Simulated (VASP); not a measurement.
Input of a VASP 6.6.1 run:

File INCAR:

```
SYSTEM = Cu
PREC = Accurate ; ENCUT = 520
EDIFF = 1E-6 ; ISMEAR = -1
SIGMA = 0.08 ; LREAL = .FALSE.
LASPH = .TRUE. ; NELM = 80
ALGO = Normal ; ISIF = 2
LWAVE = .FALSE. ; LCHARG = .FALSE.
GGA = PS ; NBANDS = 12
```

Contents of KPOINTS:

```
regular mesh
0
G
  19 19 19
  0 0 0
```

The input POSCAR:

```
Cu
1.0
    0.0000000000      1.7706018915      1.7706018915
    1.7706018915      0.0000000000      1.7706018915
    1.7706018915      1.7706018915      0.0000000000
Cu
1
Direct
    0.0000000000      0.0000000000      0.0000000000
```

Potentials or basis: VASP PAW PBE potentials, release 64 (Cu).

Launch:

```bash
$ cat potpaw_PBE.64/Cu/POTCAR > POTCAR
$ mpirun -np 1 vasp_std > vasp.out
```

(1) Predict the pressure.

## Answers

(1) 4.0 GPa.

Caveat: the PAW data sets were made with another functional, which shifts forces and pressure a little.
